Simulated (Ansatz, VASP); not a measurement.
# C: VASP beside Ansatz

```xyz
8
Lattice="-2.3742 2.3742 2.4104 2.3742 -2.3742 2.4104 2.3742 2.3742 -2.4104" Properties=species:S:1:pos:R:3 pbc="T T T"
C    -0.7727    0.7727    0.7845
C     1.6015    1.6015    1.6259
C     0.7727   -0.7727    0.7845
C     0.7727    0.7727   -0.7845
C     1.6015   -1.6015    1.6259
C     0.7727    0.7727    0.7845
C    -1.6015    1.6015    1.6259
C     1.6015    1.6015   -1.6259
```

Change from the starting cell: strain -0.015 along x and y, +0.000 along z, atoms carried along.

Alike in both runs: task single point; functional LDA; k mesh 8 × 8 × 8; occupations gaussian, width 0.05 eV; no spin polarisation.

|  | VASP | Ansatz |
| --- | --- | --- |
| version | VASP 6.6.1 | Ansatz 0.2.0 |
| potentials or method | VASP PAW LDA potentials, release 64 (C), cutoff 520 eV | scalar-relativistic, plane waves, PAW |
| valence electrons in the cell | 32 | 32 |

|  | VASP | Ansatz | Ansatz less VASP |
| --- | --- | --- | --- |
| gap on the k mesh at the Fermi level (eV) | 2.94 | 2.96 | +0.012 |
| least direct gap on the mesh (eV) | 3.77 | 3.79 | +0.022 |
| pressure (GPa) | 12.2 | 11.0 | -1.16 |
| traceless stress, the component that is largest in VASP (GPa) | -6.43 | -6.37 | +0.054 |
| rms of the force components (eV/Å) | 0.235 | 0.216 | -0.0198 |

LDA's correlation is that of Perdew and Zunger in VASP and of Perdew and Wang (1992) in Ansatz. Atom by atom the forces differ by 0.034 eV/Å (rms over components).
